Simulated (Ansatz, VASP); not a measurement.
One calculation of SrO, two programs

Contents of INCAR:

```
SYSTEM = SrO
ALGO     = Normal         ! electronic algorithm
EDIFF    = 1E-7           ! SCF threshold, eV
ENCUT    = 520            ! plane-wave cutoff, eV
GGA      = PE             ! functional
ISIF     = 2              ! what is computed and relaxed
ISMEAR   = 0              ! smearing method
LASPH    = .True.         ! aspherical terms in the spheres
LCHARG   = .True.         ! write CHGCAR
LELF     = .True.         ! ELF
LREAL    = .False.        ! projectors in reciprocal space
LVHAR    = .True.       
LWAVE    = .False.        ! write WAVECAR
NBANDS   = 15             ! bands
NELM     = 80             ! most SCF steps
PREC     = Accurate       ! precision mode
SIGMA    = 0.028000000000000004 ! smearing width, eV
```

Contents of KPOINTS:

```
k-points
0
Gamma
  9 9 9
  0 0 0
```

POSCAR

```
SrO
1.0
    0.0000000000      2.5663000000      2.5663000000
    2.5663000000      0.0000000000      2.5663000000
    2.5663000000      2.5663000000      0.0000000000
Sr O
1 1
Direct
    0.5000000000      0.5000000000      0.5000000000
    0.0000000000      0.0000000000      0.0000000000
```

The input input.yaml:

```yaml
crystal:
  lattice:
    - [0.0, 2.5663, 2.5663]
    - [2.5663, 0.0, 2.5663]
    - [2.5663, 2.5663, 0.0]
  atoms:
    - { symbol: Sr, position: [0.5, 0.5, 0.5] }
    - { symbol: O, position: [0.0, 0.0, 0.0] }
kpoints:
  mp_grid: { grid: [9, 9, 9] }
scf:
  occupations: { method: gaussian, width: 0.028 }
hamiltonian:
  xc: pbe
  pseudopotentials: { kind: all_electron, lapw: { basis_error: 0.001 } }
output:
  forces: true
  stress: true
  eigenvalues: true
```

Alike in both runs: task single point; functional PBE; k mesh 9 × 9 × 9; occupations gaussian, width 0.028 eV; no spin polarisation.

|  | VASP | Ansatz |
| --- | --- | --- |
| version | VASP 6.6.1 | Ansatz 0.2.0 |
| potentials or method | VASP PAW PBE potentials, release 64 (Sr_sv, O), cutoff 520 eV | all-electron LAPW, scalar-relativistic |

|  | VASP | Ansatz | Ansatz less VASP |
| --- | --- | --- | --- |
| gap on the k mesh at the Fermi level (eV) | 3.32 | 3.37 | +0.047 |
| least direct gap on the mesh (eV) | 3.41 | 3.45 | +0.036 |
| pressure (GPa) | 3.9 | 3.3 | -0.60 |

Ansatz ran all-electron here, and VASP with PAW potentials.
